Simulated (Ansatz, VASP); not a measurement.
## P: VASP beside Ansatz

```
P
1.0
    -1.76858    2.37761    6.21812
     1.76858   -2.37761    6.21812
     1.76858    2.37761   -6.21812
P
6
Direct
  0.24998 0.00000 0.24998
  0.75002 0.00000 0.75002
  0.93743 0.18739 0.75003
  0.56264 0.81261 0.75003
  0.43736 0.18739 0.24997
  0.06257 0.81261 0.24997
```

Alike in both runs: functional PBE; k mesh 6 × 6 × 6; occupations gaussian, width 0.1 eV; no spin polarisation.

Ansatz relaxed the structure, and its values are those at the end. VASP's run is a single point on that final structure, the one shown.

|  | VASP | Ansatz |
| --- | --- | --- |
| version | VASP 6.6.1 | Ansatz 0.2.0 |
| potentials or method | VASP PAW PBE potentials, release 64 (P), cutoff 520 eV | scalar-relativistic, plane waves, PAW |
| valence electrons in the cell | 30 | 30 |

|  | VASP | Ansatz | Ansatz less VASP |
| --- | --- | --- | --- |
| gap on the k mesh at the Fermi level (eV) | none | none | - |
| pressure (GPa) | -0.2 | 0.0 | +0.24 |
| rms of the force components (eV/Å) | 0.003 | 0.002 | -0.0014 |

A gap of «none» marks a metal or a gap that the smearing closes. The functional is the same, so the differences come from potentials, cutoffs and numerics.

The k mesh is coarse, so the values compare programs but aren't converged.
